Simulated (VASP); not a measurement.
Set up this calculation in VASP 6.6.1, as the native input.

```yaml
Task: single point
Functional: r2SCAN
Potentials_or_basis: VASP PAW PBE potentials, release 64 (Li_sv)
Cutoff: 830 eV
k_mesh: 18 × 18 × 18
Occupations: gaussian, width 0.15 eV
Spin: no spin polarisation
Dipole_correction: no
Further_INCAR_settings: ALGO = Normal; EDIFF = 1e-06; NBANDS = 8
```

The system is Li.

```xyz
1
Lattice="0.0000 2.1359 2.1690 2.1359 0.0000 2.1690 2.1359 2.1359 0.0000" Properties=species:S:1:pos:R:3 pbc="T T T"
Li    0.0000    0.0000    0.0000
```

This cell differs from its parent crystal: strain -0.030 along x and y, -0.015 along z.

The input as run:

POSCAR

```
Li
1.0
    0.0000000000      2.1359400000      2.1689700000
    2.1359400000      0.0000000000      2.1689700000
    2.1359400000      2.1359400000      0.0000000000
Li
1
Direct
    0.0000000000      0.0000000000      0.0000000000
```

INCAR.step1

```
SYSTEM = Li
PREC     = Accurate       ! precision mode
ENCUT    = 830            ! plane-wave cutoff, eV
ISMEAR   = 0              ! smearing method
SIGMA    = 0.15           ! smearing width, eV
LREAL    = .False.        ! projectors in reciprocal space
LASPH    = .True.         ! aspherical terms in the spheres
NELM     = 120            ! most SCF steps
NBANDS   = 8              ! bands
GGA      = PE             ! functional
ALGO     = Normal         ! electronic algorithm
EDIFF    = 1E-5           ! SCF threshold, eV
LWAVE    = .True.         ! write WAVECAR
LCHARG   = .False.        ! write CHGCAR
GGA_COMPAT= .False.
```

INCAR.step2

```
SYSTEM = Li
PREC     = Accurate       ! precision mode
ENCUT    = 830            ! plane-wave cutoff, eV
EDIFF    = 1E-6           ! SCF threshold, eV
ISMEAR   = 0              ! smearing method
SIGMA    = 0.15           ! smearing width, eV
LREAL    = .False.        ! projectors in reciprocal space
LASPH    = .True.         ! aspherical terms in the spheres
NELM     = 120            ! most SCF steps
ALGO     = Normal         ! electronic algorithm
ISIF     = 2              ! what is computed and relaxed
LWAVE    = .False.        ! write WAVECAR
LCHARG   = .False.        ! write CHGCAR
METAGGA  = R2SCAN         ! meta-GGA
LMIXTAU  = .True.       
NBANDS   = 8              ! bands
ISTART   = 1            
GGA_COMPAT= .False.
```

KPOINTS

```
Automatic mesh
0
Gamma
  18 18 18
  0 0 0
```

Potentials or basis: VASP PAW PBE potentials, release 64 (Li_sv).

Command:

```sh
$ cat potpaw_PBE.64/Li_sv/POTCAR > POTCAR
$ cp INCAR.step1 INCAR
$ mpirun -np 1 vasp_std > vasp.out
$ cp INCAR.step2 INCAR
$ mpirun -np 1 vasp_std > vasp.out
```

It gave:

| Item | Value |
| --- | --- |
| Pressure | 0.6 GPa |
| Band gap on the k mesh | zero (an odd number of electrons rules out a gap without spin polarisation) |

Caveat: the cell differs from its parent crystal (strain -0.030 along x and y, -0.015 along z); the PAW data sets were made with another functional, which shifts forces and pressure a little.

Run time: 18 min on 1 thread of AMD EPYC 7R13 (shared host), peak memory 0.23 GiB.
